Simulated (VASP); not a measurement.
Set up this calculation in VASP 6.6.1, as the native input.

```
Task                   : single point
Functional             : r2SCAN
Potentials or basis    : VASP PAW PBE potentials, release 64 (K_sv, Br)
Cutoff                 : 520 eV
k mesh                 : 6 × 6 × 4
Occupations            : gaussian, width 0.01 eV
Spin                   : no spin polarisation
Dipole correction      : no
Further INCAR settings : ALGO = Normal; EDIFF = 1e-06; NBANDS = 24
```

KBr:

```
K Br
1.0
     5.61858    0.00000    0.00000
    -2.80929    4.86583    0.00000
     0.00000    0.00000    6.55383
K Br
2 2
Cartesian
  0.0000 3.2439 -0.4096
  2.8093 1.6219 2.8673
  0.0000 3.2439 2.8673
  2.8093 1.6219 6.1442
```

These files were run (other wordings do the same):

POSCAR

```
KBr
1.0
    5.6185814693      0.0000000000      0.0000000000
   -2.8092907347      4.8658342857      0.0000000000
    0.0000000000      0.0000000000      6.5538301001
K Br
2 2
Direct
    0.3333333333      0.6666666667     -0.0625000000
    0.6666666667      0.3333333333      0.4375000000
    0.3333333333      0.6666666667      0.4375000000
    0.6666666667      0.3333333333      0.9375000000
```

INCAR.step1

```
SYSTEM = KBr
PREC     = Accurate       ! precision mode
ENCUT    = 520            ! plane-wave cutoff, eV
ISMEAR   = 0              ! smearing method
SIGMA    = 0.01           ! smearing width, eV
LREAL    = .FALSE.        ! projectors in reciprocal space
LASPH    = .TRUE.         ! aspherical terms in the spheres
NELM     = 100            ! most SCF steps
NBANDS   = 24             ! bands
GGA      = PE             ! functional
ALGO     = Normal         ! electronic algorithm
EDIFF    = 1E-4           ! SCF threshold, eV
LWAVE    = .TRUE.         ! write WAVECAR
LCHARG   = .FALSE.        ! write CHGCAR
```

INCAR.step2

```
SYSTEM = KBr
PREC     = Accurate       ! precision mode
ENCUT    = 520            ! plane-wave cutoff, eV
EDIFF    = 1E-6           ! SCF threshold, eV
ISMEAR   = 0              ! smearing method
SIGMA    = 0.01           ! smearing width, eV
LREAL    = .FALSE.        ! projectors in reciprocal space
LASPH    = .TRUE.         ! aspherical terms in the spheres
NELM     = 100            ! most SCF steps
ALGO     = Normal         ! electronic algorithm
ISIF     = 2              ! what is computed and relaxed
LWAVE    = .FALSE.        ! write WAVECAR
LCHARG   = .TRUE.         ! write CHGCAR
METAGGA  = R2SCAN         ! meta-GGA
LMIXTAU  = .TRUE.       
LELF     = .TRUE.         ! ELF
LVHAR    = .TRUE.       
NBANDS   = 24             ! bands
ISTART   = 1
```

KPOINTS

```
Automatic mesh
0
G
  6 6 4
  0 0 0
```

Potentials or basis: VASP PAW PBE potentials, release 64 (K_sv, Br).

Command:

```bash
$ cat potpaw_PBE.64/K_sv/POTCAR potpaw_PBE.64/Br/POTCAR > POTCAR
$ cp INCAR.step1 INCAR
$ mpirun -np 1 vasp_std > vasp.out
$ cp INCAR.step2 INCAR
$ mpirun -np 1 vasp_std > vasp.out
```

Results of the run:

* Pressure: 0.0 GPa
* Band gap on the k mesh: 4.77 eV

Caveat: the structure was generated, so it needn't be the stable form of KBr; the PAW data sets were made with another functional, which shifts forces and pressure a little.

It took 4.8 min on 1 thread of Intel(R) Xeon(R) Platinum 8124M CPU @ 3.00GHz (Skylake/Cascade Lake) (shared host), peak memory 0.35 GiB.
